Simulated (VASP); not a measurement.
Crystal: CaOsO3.

```
Ca Os O
1.0
     3.95216    0.00000    0.00000
     0.00000    3.95216    0.00000
     0.00000    0.00000    3.95216
Ca Os O
1 1 3
Direct
  0.00000 0.00000 0.00000
  0.50000 0.50000 0.50000
  0.50000 0.50000 0.00000
  0.50000 0.00000 0.50000
  0.00000 0.50000 0.50000
```

Base run:

```yaml
Program: VASP 6.6.1
Functional: LDA
Potentials_or_basis: VASP PAW LDA potentials, release 64 (Ca_sv, Os, O)
Cutoff: 520 eV
k_mesh: 7 × 7 × 7
Occupations: fermi-dirac, width 0.05 eV
Spin: no spin polarisation
```

Its results: band gap on the k mesh zero (band 18 reaches 6.53 eV, above the bottom of band 19 at 2.73 eV); pressure -12.2 GPa.

Problem. After a change of settings the same cell gave: band gap on the k mesh zero (band 18 reaches 6.60 eV, above the bottom of band 19 at 2.58 eV); pressure -10.5 GPa. Which change was it?
A. k mesh from 7 × 7 × 7 to 6 × 6 × 6
B. k mesh from 7 × 7 × 7 to 5 × 5 × 5
C. k mesh from 7 × 7 × 7 to 4 × 4 × 4; further incar settings from ALGO = Normal; EDIFF = 1e-06; NBANDS = 26 to ALGO = Normal; EDIFF = 1e-07; NBANDS = 26
D. k mesh from 7 × 7 × 7 to 2 × 2 × 2

Solution. D.

Caveats: some runs use coarse meshes; spin-orbit coupling is left out, which moves the levels of the heavy elements.
